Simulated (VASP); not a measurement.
# PbS (Cmcm) in VASP: notebook

PbS is run at these levels: r2SCAN; tasks: single point.

All numbers are computed with VASP 6.6.1; they aren't measurements. Logs are shortened: lines on timing, memory, paths and dates and some standing lists are left out, and cuts for length are marked.

### Step 1. The cell of the first run

The structure is orthorhombic, space group Cmcm (No. 63). The conventional cell has a = 4.192 Å, b = 12.257 Å, c = 4.282 Å, α = 90.00°, β = 90.00°, γ = 90.00°. Pb (site symmetry m2m) has 5 S at 2.68 to 3.00 Å within 3.5 Å. Within 3.5 Å of S (site symmetry m2m) lie 5 Pb at 2.68 to 3.00 Å.

### Step 2. Single point, r2SCAN (27.50 Å³/atom)

POSCAR

```
PbS
1.0
    2.0958723262     -6.1285315734      0.0000000000
    2.0958723262      6.1285315734      0.0000000000
    0.0000000000      0.0000000000      4.2818966857
Pb S
2 2
Direct
    0.8670674548      0.1329325452      0.7500000000
    0.1329325452      0.8670674548      0.2500000000
    0.6484343029      0.3515656971      0.7500000000
    0.3515656971      0.6484343029      0.2500000000
```

INCAR.step1

```
ALGO = Normal
EDIFF = 1E-4
ENCUT = 520
GGA = PE
ISMEAR = 0
LASPH = T
LCHARG = F
LREAL = F
LWAVE = T
NBANDS = 28
NELM = 100
PREC = Accurate
SIGMA = 0.02
```

INCAR.step2

```
ALGO = Normal
EDIFF = 1E-6
ENCUT = 520
ISIF = 2
ISMEAR = 0
ISTART = 1
LASPH = T
LCHARG = F
LMIXTAU = T
LREAL = F
LWAVE = F
METAGGA = R2SCAN
NBANDS = 28
NELM = 100
PREC = Accurate
SIGMA = 0.02
```

KPOINTS

```
k-points
0
Gamma
  8 8 6
```

Potentials or basis: VASP PAW PBE potentials, release 64 (Pb_d, S).

Started as:

```sh
> cat potpaw_PBE.64/Pb_d/POTCAR potpaw_PBE.64/S/POTCAR > POTCAR
> cp INCAR.step1 INCAR
> mpirun -np 1 vasp_std > vasp.out
> cp INCAR.step2 INCAR
> mpirun -np 1 vasp_std > vasp.out
```

OUTCAR:

```text
EDIFF = 1E-6
   ENCUT = 520
   ISIF = 2
   ISMEAR = 0
   ISTART = 1
   LASPH = T
   LREAL = F
   METAGGA = R2SCAN
   NELM = 100
   PREC = Accurate

 ion  position               nearest neighbor table
   1  0.867  0.133  0.750-   3 2.68   4 3.00   4 3.00   4 3.00   4 3.00   2 3.90   2 3.90
   2  0.133  0.867  0.250-   4 2.68   3 3.00   3 3.00   3 3.00   3 3.00   1 3.90   1 3.90
   3  0.648  0.352  0.750-   1 2.68   2 3.00   2 3.00   2 3.00   2 3.00
   4  0.352  0.648  0.250-   2 2.68   1 3.00   1 3.00   1 3.00   1 3.00

  LATTYP: Found a base centered orthorhombic cell.
 ALAT       =     4.1917446524
 B/A-ratio  =     2.9240958511
 C/A-ratio  =     1.0215070432

  Lattice vectors:

 A1 = (   2.0958723262,  -6.1285315734,   0.0000000000)
 A2 = (   2.0958723262,   6.1285315734,   0.0000000000)
 A3 = (   0.0000000000,   0.0000000000,   4.2818966857)

Analysis of symmetry for initial positions (statically):
=====================================================================
 Subroutine PRICEL returns:
 Original cell was already a primitive cell.

 Routine SETGRP: Setting up the symmetry group for a
 base centered orthorhombic supercell.

 Subroutine GETGRP returns: Found  8 space group operations
 (whereof  4 operations were pure point group operations)
 out of a pool of  8 trial point group operations.

The static configuration has the point symmetry C_2h.
 The point group associated with its full space group is D_2h.

Analysis of symmetry for dynamics (positions and initial velocities):
=====================================================================
 Subroutine PRICEL returns:
 Original cell was already a primitive cell.

 Routine SETGRP: Setting up the symmetry group for a
 base centered orthorhombic supercell.

 Subroutine GETGRP returns: Found  8 space group operations
 (whereof  4 operations were pure point group operations)
 out of a pool of  8 trial point group operations.

The dynamic configuration has the point symmetry C_2h.
 The point group associated with its full space group is D_2h.

 Subroutine INISYM returns: Found  8 space group operations
 (whereof  4 operations are pure point group operations),
 and found     1 'primitive' translations

----------------------------------------------------------------------------------------

                                     Primitive cell

  volume of cell :     109.9987

  direct lattice vectors                    reciprocal lattice vectors
     2.095872326 -6.128531573  0.000000000     0.238564150 -0.081585612  0.000000000
     2.095872326  6.128531573  0.000000000     0.238564150  0.081585612  0.000000000
     0.000000000  0.000000000  4.281896686     0.000000000  0.000000000  0.233541366

  length of vectors
     6.477003941  6.477003941  4.281896686     0.252129066  0.252129066  0.233541366

  position of ions in fractional coordinates (direct lattice)
     0.867067455  0.132932545  0.750000000
     0.132932545  0.867067455  0.250000000
     0.648434303  0.351565697  0.750000000
     0.351565697  0.648434303  0.250000000

  ion indices of the primitive-cell ions
   primitive index   ion index
                 1           1
                 2           2
                 3           3
                 4           4

----------------------------------------------------------------------------------------

 KPOINTS: k-points

Automatic generation of k-mesh.
 Grid dimensions read from file:
 generate k-points for:    8    8    6

 Generating k-lattice:

  Cartesian coordinates                     Fractional coordinates (reciprocal lattice)
     0.029820519 -0.010198202  0.000000000     0.125000000 -0.000000000  0.000000000
     0.029820519  0.010198202  0.000000000    -0.000000000  0.125000000  0.000000000
     0.000000000  0.000000000  0.038923561     0.000000000  0.000000000  0.166666667

  Length of vectors
     0.031516133  0.031516133  0.038923561

  Shift w.r.t. Gamma in fractional coordinates (k-lattice)
     0.000000000  0.000000000  0.000000000

 Subroutine IBZKPT returns following result:
 ===========================================

 Found     84 irreducible k-points:

 Following reciprocal coordinates:
            Coordinates               Weight
  0.000000  0.000000  0.000000      1.000000
  0.125000  0.000000  0.000000      4.000000
  0.250000  0.000000  0.000000      4.000000
  0.375000  0.000000  0.000000      4.000000
  0.500000  0.000000  0.000000      2.000000
  0.125000  0.125000  0.000000      2.000000
[... 16 lines left out ...]
  0.125000  0.000000  0.166667      8.000000
  0.250000  0.000000  0.166667      8.000000
 [... further k-points ...]
   k-points           NKPTS =     84   k-points in BZ     NKDIM =     84   number of bands    NBANDS=     28
   number of dos      NEDOS =    301   number of ions     NIONS =      4
   total plane-waves  NPLWV =  73728
   dimension x,y,z NGX =    48 NGY =   48 NGZ =   32
   dimension x,y,z NGXF=    96 NGYF=   96 NGZF=   64
   ions per type =               2   2
   NGX,Y,Z   is equivalent  to a cutoff of  12.32, 12.32, 12.42 a.u.
   NGXF,Y,Z  is equivalent  to a cutoff of  24.64, 24.64, 24.85 a.u.
 SYSTEM =  unknown system
   PREC   = accura    normal or accurate (medium, high low for compatibility)
   ISTART =      1    job   : 0-new  1-cont  2-samecut
   ICHARG =      0    charge: 1-file 2-atom 10-const
   ISPIN  =      1    spin polarized calculation?
   LNONCOLLINEAR =      F non collinear calculations
   LSORBIT =      F    spin-orbit coupling
   LASPH  =      T    aspherical Exc in radial PAW
   ENCUT  =  520.0 eV  38.22 Ry    6.18 a.u.  12.04 12.04  7.96*2*pi/ulx,y,z
   NELM   =    100;   NELMIN=  2; NELMDL=  0     # of ELM steps
   EDIFF  = 0.1E-05   stopping-criterion for ELM
   LREAL  =      F    real-space projection
   EDIFFG = 0.1E-04   stopping-criterion for IOM
   NSW    =      0    number of steps for IOM
   IBRION =     -1    ionic relax: 0-MD 1-quasi-New 2-CG
   NFREE  =      0    steps in history (QN), initial steepest desc. (CG)
   ISIF   =      2    stress and relaxation
   ISYM   =      2    0-nonsym 1-usesym 2-fastsym
   POTIM  = 0.5000    time-step for ionic-motion
   TEBEG  =    0.0;   TEEND  =   0.0 temperature during run
   PSTRESS=    0.0 pullay stress
   NELECT =      40.0000    total number of electrons
   NUPDOWN=      -1.0000    fix difference up-down
   EMIN   =  10.00;   EMAX   =-10.00  energy-range for DOS
   EFERMI =   0.00;   METHOD = LEGACY
   ISMEAR =     0;   SIGMA  =   0.02  broadening in eV -4-tet -1-fermi 0-gaus
   EFERMI_NEDOS =   21; number of points for ismear=-14 and -15
   IALGO  =     38    algorithm
   IMIX   =      4    mixing-type and parameters
     AMIX     =   0.40;   BMIX     =  1.00
     AMIX_MAG =   1.60;   BMIX_MAG =  1.00
  volume/ion in A,a.u.               =      27.50       185.58
  Fermi-wavevector in a.u.,A,eV,Ry     =   1.168510  2.208163 18.577600  1.365415
  Thomas-Fermi vector in A             =   2.304995
   LORBIT       =      0    0 simple, 1 ext, 2 COOP (PROOUT), +10 PAW based schemes
   METAGGA = R2SCAN    functional components
   LHFCALC =     F    Hartree Fock is set to
   AEXX    =    0.0000 exact exchange contribution
   IVDW    =     0    specifies the selected vdW correction
   LEPSILON=     F    determine dielectric tensor
   LRPA    =     F    only Hartree local field effects (RPA)
 non-spin polarized calculation
 Gauss-broadening in eV      SIGMA  =   0.02
  energy-cutoff  :      520.00
  volume of cell :      110.00
 maximum number of plane-waves:      3002
   NGX = 25   NGY = 25   NGZ = 15

 number of electron      40.0000006 magnetization

 Free energy of the ion-electron system (eV)
  ---------------------------------------------------
  ext. energy  EPLUGINS =         0.00000000
  ---------------------------------------------------
  free energy    TOTEN  =      -131.12724772 eV

  energy without entropy =     -131.12724772  energy(sigma->0) =     -131.12724772

 E-fermi :   4.4802     XC(G=0):  -9.9484

 val. band max:        4.3404054044   @ k =   0.5000   0.5000   0.3333
 cond. band min:       5.8165169379   @ k =   0.5000   0.5000   0.0000
 fundamental gap:      1.4761115336
 Fermi energy:         4.4801671270

 k-point     1 :       0.0000    0.0000    0.0000
  band No.  band energies     occupation
      1     -12.5287      2.00000
      2     -12.4253      2.00000
      3     -12.4249      2.00000
      4     -12.4003      2.00000
      5     -12.3883      2.00000
      6     -12.3847      2.00000
[... 20 lines left out ...]
     27      10.9981      0.00000
     28      11.7940      0.00000

 k-point     2 :       0.1250    0.0000    0.0000
  band No.  band energies     occupation
      1     -12.5192      2.00000
      2     -12.4229      2.00000
      3     -12.4154      2.00000
      4     -12.4006      2.00000
      5     -12.3903      2.00000
      6     -12.3892      2.00000
[... 20 lines left out ...]
     27      11.0321      0.00000
     28      12.1602      0.00000

 k-point     3 :       0.2500    0.0000    0.0000
  band No.  band energies     occupation
      1     -12.4949      2.00000
      2     -12.4145      2.00000
      3     -12.4050      2.00000
      4     -12.4002      2.00000
      5     -12.3984      2.00000
      6     -12.3951      2.00000
[... 20 lines left out ...]
     27      11.8384      0.00000
     28      12.9210      0.00000

 k-point     4 :       0.3750    0.0000    0.0000
  band No.  band energies     occupation
      1     -12.4653      2.00000
      2     -12.4186      2.00000
      3     -12.4127      2.00000
      4     -12.4112      2.00000
      5     -12.3938      2.00000
      6     -12.3864      2.00000
[... 20 lines left out ...]
     27      12.7548      0.00000
     28      13.3599      0.00000

 k-point     5 :       0.5000    0.0000    0.0000
  band No.  band energies     occupation
      1     -12.4406      2.00000
      2     -12.4357      2.00000
      3     -12.4165      2.00000
      4     -12.4156      2.00000
      5     -12.3904      2.00000
      6     -12.3848      2.00000
[... 20 lines left out ...]
     27      12.7704      0.00000
     28      14.2249      0.00000

 k-point     6 :       0.1250    0.1250    0.0000
  band No.  band energies     occupation
      1     -12.4954      2.00000
      2     -12.4095      2.00000
      3     -12.4072      2.00000
      4     -12.4046      2.00000
      5     -12.3984      2.00000
      6     -12.3945      2.00000
[... 463 lines left out ...]
      5     -12.3881      2.00000
      6     -12.3744      2.00000
[... 20 lines left out ...]
     27      11.4709      0.00000
     28      12.2365      0.00000

 k-point    22 :       0.0000    0.0000    0.1667
  band No.  band energies     occupation
      1     -12.5116      2.00000
      2     -12.4246      2.00000
      3     -12.4207      2.00000
      4     -12.3952      2.00000
      5     -12.3931      2.00000
      6     -12.3868      2.00000
[... 20 lines left out ...]
     27      10.8830      0.00000
     28      12.5472      0.00000

 k-point    23 :       0.1250    0.0000    0.1667
  band No.  band energies     occupation
      1     -12.5059      2.00000
      2     -12.4212      2.00000
      3     -12.4149      2.00000
      4     -12.4002      2.00000
      5     -12.3980      2.00000
      6     -12.3863      2.00000
[... 20 lines left out ...]
     27      11.7875      0.00000
     28      12.7657      0.00000

 k-point    24 :       0.2500    0.0000    0.1667
  band No.  band energies     occupation
      1     -12.4926      2.00000
      2     -12.4277      2.00000
      3     -12.4065      2.00000
      4     -12.4032      2.00000
      5     -12.3986      2.00000
      6     -12.3865      2.00000
[... 20 lines left out ...]
     27      12.1981      0.00000
     28      12.8495      0.00000

 [... further k-points ...]

------------------------ aborting loop because EDIFF is reached ----------------------------------------

  FORCE on cell =-STRESS in cart. coord.  units (eV):
  Direction    XX          YY          ZZ          XY          YZ          ZX
  --------------------------------------------------------------------------------------
  -------------------------------------------------------------------------------------
  Total       -0.4840343     -0.4636380     -0.4848064      0.0000000      0.0000000      0.0000000
  in kB       -7.0501648     -6.7530850     -7.0614104      0.0000000      0.0000000      0.0000000
  external PRESSURE =      -6.9548868 kB  Pullay stress =       0.0000000 kB

 VOLUME and BASIS-vectors are now :
 -----------------------------------------------------------------------------
  energy-cutoff  :      520.00
  volume of cell :      110.00
      direct lattice vectors                 reciprocal lattice vectors
     2.095872326 -6.128531573  0.000000000     0.238564150 -0.081585612  0.000000000
     2.095872326  6.128531573  0.000000000     0.238564150  0.081585612  0.000000000
     0.000000000  0.000000000  4.281896686     0.000000000  0.000000000  0.233541366

 POSITION                                       TOTAL-FORCE (eV/Angst)
 -----------------------------------------------------------------------------------
      2.09587     -4.49917      3.21142         0.000000     -0.005975     -0.000000
      2.09587      4.49917      1.07047         0.000000      0.005975      0.000000
      2.09587     -1.81937      3.21142         0.000000      0.012522     -0.000000
      2.09587      1.81937      1.07047         0.000000     -0.012522      0.000000
 -----------------------------------------------------------------------------------
    total drift:                                0.000000      0.000000     -0.000000

  FREE ENERGIE OF THE ION-ELECTRON SYSTEM (eV)
  ---------------------------------------------------
  free  energy   TOTEN  =      -131.1272477174 eV

  energy  without entropy=     -131.1272477174  energy(sigma->0) =     -131.12724772
```

Wall time 35 min (1 thread of Oxide Virtual Turin-like, shared host); peak memory 0.38 GiB.

Results:

- Free energy: -131.1272 eV
- Pressure: -0.7 GPa
- Largest force: 0.013 eV/Å
- Band gap on the k mesh: 1.48 eV (least direct gap 1.83 eV)

Forces on the atoms (eV/Å):
```
Pb   0.000 -0.006  0.000
Pb   0.000  0.006  0.000
S    0.000  0.013  0.000
S    0.000 -0.013  0.000
```

Caveat: the PAW data sets were made with another functional, which shifts forces and pressure a little; spin-orbit coupling is left out, which moves the levels of the heavy elements.

### Step 3. Single point, r2SCAN (28.30 Å³/atom)

This run uses another cell than the first one, of 28.30 Å³/atom.

POSCAR

```
PbS
1.0
    2.1057836153     -6.2637997602      0.0000000000
    2.1057836153      6.2637997602      0.0000000000
    0.0000000000      0.0000000000      4.2911576298
Pb S
2 2
Direct
    0.8643101240      0.1356898760      0.7500000000
    0.1356898760      0.8643101240      0.2500000000
    0.6504231551      0.3495768449      0.7500000000
    0.3495768449      0.6504231551      0.2500000000
```

INCAR.step1

```
PREC = Accurate
ENCUT = 520
ISMEAR = 0
SIGMA = 0.02
LREAL = False
LASPH = True
NELM = 80
NBANDS = 28
GGA = PE
ALGO = Normal
EDIFF = 1E-4
LWAVE = True
LCHARG = False
```

INCAR.step2

```
PREC = Accurate
ENCUT = 520
EDIFF = 1E-6
ISMEAR = 0
SIGMA = 0.02
LREAL = False
LASPH = True
NELM = 80
ALGO = Normal
ISIF = 2
LWAVE = False
LCHARG = False
METAGGA = R2SCAN
LMIXTAU = True
NBANDS = 28
ISTART = 1
```

KPOINTS

```
regular mesh
0
Gamma
  8 8 6
```

Potentials or basis: VASP PAW PBE potentials, release 64 (Pb_d, S).

Started as:

```sh
> cat potpaw_PBE.64/Pb_d/POTCAR potpaw_PBE.64/S/POTCAR > POTCAR
> cp INCAR.step1 INCAR
> mpirun -np 1 vasp_std > vasp.out
> cp INCAR.step2 INCAR
> mpirun -np 1 vasp_std > vasp.out
```

It took 29 min on 1 thread of Oxide Virtual Turin-like, shared host; peak memory 0.4 GiB.

The run converged. Its results:

```yaml
Free_energy: -131.1090 eV
Pressure: -1.2 GPa
Largest_force: 0.006 eV/Å
Band_gap_on_the_k_mesh: 1.50 eV (least direct gap 1.81 eV)
```

Forces on the atoms (eV/Å):
```
Pb   0.000 -0.006  0.000
Pb   0.000  0.006  0.000
S    0.000  0.002  0.000
S    0.000 -0.002  0.000
```

Levels at points of the mesh, in eV from the valence-band top:
| k point | band 16 | band 17 | band 18 | band 19 | band 20 | band 21 | band 22 | band 23 | band 24 | band 25 |
| --- | --- | --- | --- | --- | --- | --- | --- | --- | --- | --- |
| (0.00, 0.00, 0.00) | -2.73 | -2.38 | -1.48 | -1.37 | -0.32 | 5.17 | 5.20 | 5.31 | 5.74 | 6.05 |
| (0.50, 0.00, 0.00) | -1.90 | -1.21 | -1.10 | -0.27 | -0.21 | 2.22 | 2.36 | 2.87 | 3.39 | 3.53 |
| (0.50, 0.50, 0.00) | -2.54 | -2.18 | -1.61 | -1.26 | -0.30 | 1.50 | 5.03 | 5.35 | 5.67 | 5.87 |
| (0.00, 0.00, 0.50) | -2.44 | -1.06 | -1.06 | -0.08 | -0.08 | 2.30 | 2.30 | 3.25 | 3.25 | 5.24 |
| (0.50, 0.00, 0.50) | -4.16 | -2.84 | -2.84 | -1.42 | -1.42 | 3.95 | 3.95 | 5.59 | 5.59 | 6.95 |
| (0.50, 0.50, 0.50) | -1.31 | -1.12 | -1.12 | -0.29 | -0.29 | 2.14 | 2.14 | 3.54 | 3.54 | 3.79 |

Caveat: the PAW data sets were made with another functional, which shifts forces and pressure a little; spin-orbit coupling is left out, which moves the levels of the heavy elements. A k mesh can miss the band edges.
